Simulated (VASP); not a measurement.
# Sb2Au (Fm-3m) in VASP: notebook

The runs below take Sb2Au through electric field gradients, with LDA.

Everything below comes from runs of VASP 6.6.1. Logs are shortened: lines on timing, memory, paths and dates and some standing lists are left out, and cuts for length are marked.

## 1. The cell of the first run

Symmetry: Fm-3m, No. 225, cubic system. Conventional cell: a = 6.611 Å, b = 6.611 Å, c = 6.611 Å, α = 90.00°, β = 90.00°, γ = 90.00°. Sb (site symmetry -43m) has 4 Au at 2.86 Å and 6 Sb at 3.31 Å within 3.8 Å. Within 3.8 Å of Au (site symmetry m-3m) lie 8 Sb at 2.86 Å.

## 2. Electric field gradients, LDA (volume scaled by 0.98)

INCAR

```
SYSTEM = Sb2Au
ALGO = Normal
EDIFF = 1E-8
ENCUT = 520
GGA = CA
ISIF = 2
ISMEAR = -1
LASPH = .True.
LCHARG = .False.
LEFG = .True.
LREAL = .False.
LWAVE = .False.
NBANDS = 18
NELM = 60
PREC = Accurate
SIGMA = 0.08
```

KPOINTS

```
k-points
0
Gamma
  9 9 9
  0 0 0
```

POSCAR

```
Sb2Au
1.0
    0.0000000000      3.3056637565      3.3056637565
    3.3056637565      0.0000000000      3.3056637565
    3.3056637565      3.3056637565      0.0000000000
Sb Au
2 1
Direct
    0.2500000000      0.2500000000      0.2500000000
    0.7500000000      0.7500000000      0.7500000000
    0.0000000000      0.0000000000      0.0000000000
```

Potentials or basis: VASP PAW LDA potentials, release 64 (Sb, Au).

The run is started by

```bash
$ cat potpaw_LDA.64/Sb/POTCAR potpaw_LDA.64/Au/POTCAR > POTCAR
$ mpirun -np 1 vasp_std > vasp.out
```

OUTCAR:

```text
SYSTEM = Sb2Au
   EDIFF = 1E-8
   ENCUT = 520
   GGA = CA
   ISIF = 2
   ISMEAR = -1
   LASPH = .True.
   LREAL = .False.
   NELM = 60
   PREC = Accurate

 ion  position               nearest neighbor table
   1  0.250  0.250  0.250-   3 2.86   3 2.86   3 2.86   3 2.86   2 3.31   2 3.31   2 3.31   2 3.31
                             2 3.31   2 3.31
   2  0.750  0.750  0.750-   3 2.86   3 2.86   3 2.86   3 2.86   1 3.31   1 3.31   1 3.31   1 3.31
                             1 3.31   1 3.31
   3  0.000  0.000  0.000-   2 2.86   2 2.86   2 2.86   1 2.86   2 2.86   1 2.86   1 2.86   1 2.86

  LATTYP: Found a face centered cubic cell.
 ALAT       =     6.6113275130

  Lattice vectors:

 A1 = (   0.0000000000,   3.3056637565,   3.3056637565)
 A2 = (   3.3056637565,   0.0000000000,   3.3056637565)
 A3 = (   3.3056637565,   3.3056637565,   0.0000000000)

Analysis of symmetry for initial positions (statically):
=====================================================================
 Subroutine PRICEL returns:
 Original cell was already a primitive cell.

 Routine SETGRP: Setting up the symmetry group for a
 face centered cubic supercell.

 Subroutine GETGRP returns: Found 48 space group operations
 (whereof 48 operations were pure point group operations)
 out of a pool of 48 trial point group operations.

The static configuration has the point symmetry O_h .

Analysis of symmetry for dynamics (positions and initial velocities):
=====================================================================
 Subroutine PRICEL returns:
 Original cell was already a primitive cell.

 Routine SETGRP: Setting up the symmetry group for a
 face centered cubic supercell.

 Subroutine GETGRP returns: Found 48 space group operations
 (whereof 48 operations were pure point group operations)
 out of a pool of 48 trial point group operations.

The dynamic configuration has the point symmetry O_h .

 Subroutine INISYM returns: Found 48 space group operations
 (whereof 48 operations are pure point group operations),
 and found     1 'primitive' translations

----------------------------------------------------------------------------------------

                                     Primitive cell

  volume of cell :      72.2447

  direct lattice vectors                    reciprocal lattice vectors
     0.000000000  3.305663756  3.305663756    -0.151255553  0.151255553  0.151255553
     3.305663756  0.000000000  3.305663756     0.151255553 -0.151255553  0.151255553
     3.305663756  3.305663756  0.000000000     0.151255553  0.151255553 -0.151255553

  length of vectors
     4.674914517  4.674914517  4.674914517     0.261982303  0.261982303  0.261982303

  position of ions in fractional coordinates (direct lattice)
     0.250000000  0.250000000  0.250000000
     0.750000000  0.750000000  0.750000000
     0.000000000  0.000000000  0.000000000

  ion indices of the primitive-cell ions
   primitive index   ion index
                 1           1
                 2           2
                 3           3

----------------------------------------------------------------------------------------

 KPOINTS: k-points

Automatic generation of k-mesh.
 Grid dimensions read from file:
 generate k-points for:    9    9    9

 Generating k-lattice:

  Cartesian coordinates                     Fractional coordinates (reciprocal lattice)
    -0.016806173  0.016806173  0.016806173     0.111111111  0.000000000  0.000000000
     0.016806173 -0.016806173  0.016806173     0.000000000  0.111111111  0.000000000
     0.016806173  0.016806173 -0.016806173     0.000000000  0.000000000  0.111111111

  Length of vectors
     0.029109145  0.029109145  0.029109145

  Shift w.r.t. Gamma in fractional coordinates (k-lattice)
     0.000000000  0.000000000  0.000000000

 Subroutine IBZKPT returns following result:
 ===========================================

 Found     35 irreducible k-points:

 Following reciprocal coordinates:
            Coordinates               Weight
  0.000000  0.000000  0.000000      1.000000
  0.111111  0.000000  0.000000      8.000000
  0.222222  0.000000  0.000000      8.000000
  0.333333  0.000000  0.000000      8.000000
  0.444444  0.000000  0.000000      8.000000
  0.111111  0.111111  0.000000      6.000000
[... 16 lines left out ...]
 -0.333333  0.333333  0.000000     12.000000
  0.444444  0.444444  0.000000      6.000000
 [... further k-points ...]
   k-points           NKPTS =     35   k-points in BZ     NKDIM =     35   number of bands    NBANDS=     18
   number of dos      NEDOS =    301   number of ions     NIONS =      3
   total plane-waves  NPLWV =  46656
   dimension x,y,z NGX =    36 NGY =   36 NGZ =   36
   dimension x,y,z NGXF=    72 NGYF=   72 NGZF=   72
   ions per type =               2   1
   NGX,Y,Z   is equivalent  to a cutoff of  12.80, 12.80, 12.80 a.u.
   NGXF,Y,Z  is equivalent  to a cutoff of  25.60, 25.60, 25.60 a.u.
 SYSTEM =  Sb2Au
   PREC   = accura    normal or accurate (medium, high low for compatibility)
   ISTART =      0    job   : 0-new  1-cont  2-samecut
   ICHARG =      2    charge: 1-file 2-atom 10-const
   ISPIN  =      1    spin polarized calculation?
   LNONCOLLINEAR =      F non collinear calculations
   LSORBIT =      F    spin-orbit coupling
   LASPH  =      T    aspherical Exc in radial PAW
   ENCUT  =  520.0 eV  38.22 Ry    6.18 a.u.   8.69  8.69  8.69*2*pi/ulx,y,z
   NELM   =     60;   NELMIN=  2; NELMDL= -5     # of ELM steps
   EDIFF  = 0.1E-07   stopping-criterion for ELM
   LREAL  =      F    real-space projection
   EDIFFG = 0.1E-06   stopping-criterion for IOM
   NSW    =      0    number of steps for IOM
   IBRION =     -1    ionic relax: 0-MD 1-quasi-New 2-CG
   NFREE  =      0    steps in history (QN), initial steepest desc. (CG)
   ISIF   =      2    stress and relaxation
   ISYM   =      2    0-nonsym 1-usesym 2-fastsym
   POTIM  = 0.5000    time-step for ionic-motion
   TEBEG  =    0.0;   TEEND  =   0.0 temperature during run
   PSTRESS=    0.0 pullay stress
   NELECT =      21.0000    total number of electrons
   NUPDOWN=      -1.0000    fix difference up-down
   EMIN   =  10.00;   EMAX   =-10.00  energy-range for DOS
   EFERMI =   0.00;   METHOD = LEGACY
   ISMEAR =    -1;   SIGMA  =   0.08  broadening in eV -4-tet -1-fermi 0-gaus
   EFERMI_NEDOS =   21; number of points for ismear=-14 and -15
   IALGO  =     38    algorithm
   IMIX   =      4    mixing-type and parameters
     AMIX     =   0.40;   BMIX     =  1.00
     AMIX_MAG =   1.60;   BMIX_MAG =  1.00
  volume/ion in A,a.u.               =      24.08       162.51
  Fermi-wavevector in a.u.,A,eV,Ry     =   1.084458  2.049328 16.001109  1.176048
  Thomas-Fermi vector in A             =   2.220548
   LORBIT       =      0    0 simple, 1 ext, 2 COOP (PROOUT), +10 PAW based schemes
   GGA     = CA    functional components
   LHFCALC =     F    Hartree Fock is set to
   AEXX    =    0.0000 exact exchange contribution
   IVDW    =     0    specifies the selected vdW correction
   LEPSILON=     F    determine dielectric tensor
   LRPA    =     F    only Hartree local field effects (RPA)
 non-spin polarized calculation
  energy-cutoff  :      520.00
  volume of cell :       72.24
 maximum number of plane-waves:      1964
   NGX = 17   NGY = 17   NGZ = 17

 number of electron      20.9999998 magnetization

 Free energy of the ion-electron system (eV)
  ---------------------------------------------------
  ext. energy  EPLUGINS =         0.00000000
  ---------------------------------------------------
  free energy    TOTEN  =       -13.82347087 eV

  energy without entropy =      -13.79880296  energy(sigma->0) =      -13.81113691

 E-fermi :   8.9370     XC(G=0): -10.7442

 val. band max:        8.8630035501   @ k =  -0.1111   0.1111   0.0000
 cond. band min:       8.9705815525   @ k =   0.3333   0.1111   0.0000
 fundamental gap:      0.1075780024
 Fermi energy:         8.9369981091

 k-point     1 :       0.0000    0.0000    0.0000
  band No.  band energies     occupation
      1      -4.2465      2.00000
      2       2.1515      2.00000
      3       2.1515      2.00000
      4       2.1515      2.00000
      5       2.1609      2.00000
      6       3.4821      2.00000
[... 10 lines left out ...]
     17      11.5182      0.00000
     18      14.8314      0.00000

 k-point     2 :       0.1111    0.0000    0.0000
  band No.  band energies     occupation
      1      -4.1207      2.00000
      2       1.1697      2.00000
      3       2.2006      2.00000
      4       2.2006      2.00000
      5       3.1712      2.00000
      6       3.4639      2.00000
[... 10 lines left out ...]
     17      12.6179      0.00000
     18      15.4402      0.00000

 k-point     3 :       0.2222    0.0000    0.0000
  band No.  band energies     occupation
      1      -3.7521      2.00000
      2       0.2620      2.00000
      3       2.3250      2.00000
      4       2.3250      2.00000
      5       3.4340      2.00000
      6       3.4340      2.00000
[... 10 lines left out ...]
     17      15.0357      0.00000
     18      16.8132      0.00000

 k-point     4 :       0.3333    0.0000    0.0000
  band No.  band energies     occupation
      1      -3.1726      2.00000
      2      -0.5870      2.00000
      3       2.4574      2.00000
      4       2.4574      2.00000
      5       3.4466      2.00000
      6       3.4466      2.00000
[... 375 lines left out ...]
      4       2.8572      2.00000
      5       2.9778      2.00000
      6       3.3448      2.00000
[... 10 lines left out ...]
     17      17.3715      0.00000
     18      17.4173      0.00000

 k-point    23 :      -0.3333    0.3333    0.0000
  band No.  band energies     occupation
      1      -1.7246      2.00000
      2      -1.4150      2.00000
      3       1.9109      2.00000
      4       2.6369      2.00000
      5       2.9571      2.00000
      6       3.2565      2.00000
[... 10 lines left out ...]
     17      16.6483      0.00000
     18      18.5975      0.00000

 k-point    24 :       0.4444    0.4444    0.0000
  band No.  band energies     occupation
      1      -2.0292      2.00000
      2      -0.7661      2.00000
      3       1.3180      2.00000
      4       3.0688      2.00000
      5       3.0688      2.00000
      6       3.5949      2.00000
[... 10 lines left out ...]
     17      17.0492      0.00000
     18      17.0492      0.00000

 [... further k-points ...]

------------------------ aborting loop because EDIFF is reached ----------------------------------------

  FORCE on cell =-STRESS in cart. coord.  units (eV):
  Direction    XX          YY          ZZ          XY          YZ          ZX
  --------------------------------------------------------------------------------------
  -------------------------------------------------------------------------------------
  Total        2.4124014      2.4124014      2.4124014      0.0000000     -0.0000000     -0.0000000
  in kB       53.5000425     53.5000425     53.5000425      0.0000000     -0.0000000     -0.0000000
  external PRESSURE =      53.5000425 kB  Pullay stress =       0.0000000 kB

 VOLUME and BASIS-vectors are now :
 -----------------------------------------------------------------------------
  energy-cutoff  :      520.00
  volume of cell :       72.24
      direct lattice vectors                 reciprocal lattice vectors
     0.000000000  3.305663756  3.305663756    -0.151255553  0.151255553  0.151255553
     3.305663756  0.000000000  3.305663756     0.151255553 -0.151255553  0.151255553
     3.305663756  3.305663756  0.000000000     0.151255553  0.151255553 -0.151255553

 POSITION                                       TOTAL-FORCE (eV/Angst)
 -----------------------------------------------------------------------------------
      1.65283      1.65283      1.65283        -0.000000     -0.000000     -0.000000
      4.95850      4.95850      4.95850         0.000000      0.000000      0.000000
      0.00000      0.00000      0.00000        -0.000000     -0.000000      0.000000
 -----------------------------------------------------------------------------------
    total drift:                               -0.000000      0.000000      0.000000

  FREE ENERGIE OF THE ION-ELECTRON SYSTEM (eV)
  ---------------------------------------------------
  free  energy   TOTEN  =       -13.8234708733 eV

  energy  without entropy=      -13.7988029555  energy(sigma->0) =      -13.81113691

 Electric field gradients (V/A^2)
---------------------------------------------------------------------
 ion       V_xx      V_yy      V_zz      V_xy      V_xz      V_yz
---------------------------------------------------------------------
   1       0.000     0.000     0.000     0.000     0.000     0.000
   2       0.000     0.000     0.000     0.000     0.000     0.000
   3      -0.000     0.000     0.000     0.001     0.001     0.001
---------------------------------------------------------------------

 Electric field gradients after diagonalization (V/A^2)
 (convention: |V_zz| > |V_xx| > |V_yy|)
----------------------------------------------------------------------
 ion       V_xx      V_yy      V_zz     asymmetry (V_yy - V_xx)/ V_zz
----------------------------------------------------------------------
   1      -0.000    -0.000     0.000       0.000
   2      -0.000    -0.000     0.000       0.000
   3      -0.001    -0.001     0.001       0.000
----------------------------------------------------------------------

           NMR quadrupolar parameters

 Cq : quadrupolar parameter    Cq=e*Q*V_zz/h
 eta: asymmetry parameters     (V_yy - V_xx)/ V_zz
 Q  : nuclear electric quadrupole moment in mb (millibarn)
----------------------------------------------------------------------
 ion       Cq(MHz)       eta       Q (mb)
----------------------------------------------------------------------
   1       0.000       0.000       1.000
   2       0.000       0.000       1.000
   3       0.000       0.000       1.000
----------------------------------------------------------------------
```

Wall time 16 s (1 thread of Intel Xeon 6975P-C (Granite Rapids), shared host); peak memory 0.2 GiB.

What came out:

```
Free energy : -13.8235 eV
Pressure    : 5.4 GPa
```

Levels at points of the mesh, in eV from the Fermi level:
```
           k point  band 6  band 7  band 8  band 9  band 10  band 11  band 12  band 13  band 14  band 15
(0.00, 0.00, 0.00)   -5.45   -5.45   -0.24   -0.24    -0.24     0.57     0.57     0.57     1.66     2.58
```

Caveat: the cell differs from its parent crystal (volume scaled by 0.98); without QUAD_EFG the Cq values of the log hold for a quadrupole moment of 1 mb, not for the nuclei; spin-orbit coupling is left out, which moves the levels of the heavy elements.

## 3. Electric field gradients, LDA

This run uses another cell than the first one, of 24.57 Å³/atom, 1.020 times its volume.

INCAR

```
PREC     = Accurate       # precision mode
ENCUT    = 520            # plane-wave cutoff, eV
EDIFF    = 1E-8           # SCF threshold, eV
ISMEAR   = -1             # smearing method
SIGMA    = 0.08           # smearing width, eV
LREAL    = F              # projectors in reciprocal space
LASPH    = T              # aspherical terms in the spheres
NELM     = 60             # most SCF steps
ALGO     = Normal         # electronic algorithm
ISIF     = 2              # what is computed and relaxed
LWAVE    = F              # write WAVECAR
LCHARG   = F              # write CHGCAR
LEFG     = T            
NBANDS   = 18             # bands
```

KPOINTS

```
Automatic mesh
0
Gamma
  9 9 9
```

POSCAR

```
Sb2Au
1.0
    0.0000000000      3.3280000000      3.3280000000
    3.3280000000      0.0000000000      3.3280000000
    3.3280000000      3.3280000000      0.0000000000
Sb Au
2 1
Direct
    0.2500000000      0.2500000000      0.2500000000
    0.7500000000      0.7500000000      0.7500000000
    0.0000000000      0.0000000000      0.0000000000
```

Potentials or basis: VASP PAW LDA potentials, release 64 (Sb, Au).

The run is started by

```bash
$ cat potpaw_LDA.64/Sb/POTCAR potpaw_LDA.64/Au/POTCAR > POTCAR
$ mpirun -np 1 vasp_std > vasp.out
```

OUTCAR:

```text
PREC = Accurate
   ENCUT = 520
   EDIFF = 1E-8
   ISMEAR = -1
   LREAL = F
   LASPH = T
   NELM = 60
   ISIF = 2

 ion  position               nearest neighbor table
   1  0.250  0.250  0.250-   3 2.88   3 2.88   3 2.88   3 2.88   2 3.33   2 3.33   2 3.33   2 3.33
                             2 3.33   2 3.33
   2  0.750  0.750  0.750-   3 2.88   3 2.88   3 2.88   3 2.88   1 3.33   1 3.33   1 3.33   1 3.33
                             1 3.33   1 3.33
   3  0.000  0.000  0.000-   2 2.88   2 2.88   2 2.88   1 2.88   2 2.88   1 2.88   1 2.88   1 2.88

  LATTYP: Found a face centered cubic cell.
 ALAT       =     6.6560000000

  Lattice vectors:

 A1 = (   0.0000000000,   3.3280000000,   3.3280000000)
 A2 = (   3.3280000000,   0.0000000000,   3.3280000000)
 A3 = (   3.3280000000,   3.3280000000,   0.0000000000)

Analysis of symmetry for initial positions (statically):
=====================================================================
 Subroutine PRICEL returns:
 Original cell was already a primitive cell.

[... 703 lines left out ...]
 -----------------------------------------------------------------------------------
      1.66400      1.66400      1.66400        -0.000000     -0.000000     -0.000000
      4.99200      4.99200      4.99200         0.000000      0.000000      0.000000
      0.00000      0.00000      0.00000        -0.000000     -0.000000     -0.000000
 -----------------------------------------------------------------------------------
    total drift:                               -0.000000      0.000000      0.000000

  FREE ENERGIE OF THE ION-ELECTRON SYSTEM (eV)
  ---------------------------------------------------
  free  energy   TOTEN  =       -13.8626315142 eV

  energy  without entropy=      -13.8380966527  energy(sigma->0) =      -13.85036408

 Electric field gradients (V/A^2)
---------------------------------------------------------------------
 ion       V_xx      V_yy      V_zz      V_xy      V_xz      V_yz
---------------------------------------------------------------------
   1       0.000    -0.000    -0.000     0.000     0.000     0.000
   2       0.000    -0.000    -0.000     0.000     0.000     0.000
   3       0.000    -0.000    -0.000     0.001     0.001     0.001
---------------------------------------------------------------------

 Electric field gradients after diagonalization (V/A^2)
 (convention: |V_zz| > |V_xx| > |V_yy|)
----------------------------------------------------------------------
 ion       V_xx      V_yy      V_zz     asymmetry (V_yy - V_xx)/ V_zz
----------------------------------------------------------------------
   1      -0.000    -0.000     0.000       0.000
   2      -0.000    -0.000     0.000       0.000
   3      -0.001    -0.001     0.001       0.000
----------------------------------------------------------------------

           NMR quadrupolar parameters

 Cq : quadrupolar parameter    Cq=e*Q*V_zz/h
 eta: asymmetry parameters     (V_yy - V_xx)/ V_zz
 Q  : nuclear electric quadrupole moment in mb (millibarn)
----------------------------------------------------------------------
 ion       Cq(MHz)       eta       Q (mb)
----------------------------------------------------------------------
   1       0.000       0.000       1.000
   2       0.000       0.000       1.000
   3       0.000       0.000       1.000
----------------------------------------------------------------------
```

stdout:

```text
POSCAR found type information on POSCAR SbAu
 POSCAR found :  2 types and       3 ions
 scaLAPACK will be used
 LDA part: xc-table for (Slater(with rela. corr.)+CA(PZ))
 , standard interpolation
 POSCAR, INCAR and KPOINTS ok, starting setup
 FFT: planning ... GRIDC
 FFT: planning ... GRID_SOFT
 FFT: planning ... GRID
 WAVECAR not read
 entering main loop
ion   1

ion   2

ion   3
```

Run time: 17 s. Hardware: 1 thread of Intel Xeon 6975P-C (Granite Rapids), shared host; peak memory 0.2 GiB.

What came out:

```
Free energy : -13.8626 eV
Pressure    : 3.1 GPa
```

Levels at points of the mesh, in eV from the Fermi level:
```
           k point  band 6  band 7  band 8  band 9  band 10  band 11  band 12  band 13  band 14  band 15
(0.00, 0.00, 0.00)   -5.32   -5.32   -0.23   -0.23    -0.23     0.59     0.59     0.59     1.57     2.64
```

Caveat: without QUAD_EFG the Cq values of the log hold for a quadrupole moment of 1 mb, not for the nuclei; spin-orbit coupling is left out, which moves the levels of the heavy elements.

(Part 1 of 2 ends here.)
